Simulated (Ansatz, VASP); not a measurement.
# WSe2 in VASP and in Ansatz

```
W Se
1.0
     3.28200    0.00000    0.00000
    -1.64100    2.84230    0.00000
     0.00000    0.00000   12.96000
W Se
2 4
Direct
  0.33333 0.66667 0.25000
  0.66667 0.33333 0.75000
  0.33333 0.66667 0.62110
  0.66667 0.33333 0.12110
  0.33333 0.66667 0.87890
  0.66667 0.33333 0.37890
```

Alike in both runs: task single point; functional PBE; k mesh 8 × 8 × 2; occupations gaussian, width 0.03 eV; collinear spin; Hubbard terms W d U = 6.2 eV.

```csv
,VASP,Ansatz
version,VASP 6.6.1,Ansatz 0.2.0
potentials or method,"VASP PAW PBE potentials, release 64 (W_sv, Se), cutoff 520 eV","PAW, plane waves, scalar-relativistic"
valence electrons in the cell,52,92
```

|  | VASP | Ansatz | Ansatz less VASP |
| --- | --- | --- | --- |
| pressure (GPa) | 9.4 | 5.0 | -4.38 |
| traceless stress, the component that is largest in VASP (GPa) | 1.33 | 0.08 | -1.247 |
| rms of the force components (eV/Å) | 0.412 | 0.124 | -0.2886 |
| net moment per atom (μB) | 0.00 | 0.00 | 0.000 |

The programs project onto different local orbitals, so the same U acts differently, and such runs can settle in different states. Atom by atom the forces differ by 0.289 eV/Å (rms over components). VASP's potentials hold 52 valence electrons a cell and Ansatz's 92, so a difference there can come from the potentials and not from the codes. Ansatz's warnings: seeded moment not kept.

Neither program's run includes spin-orbit coupling.
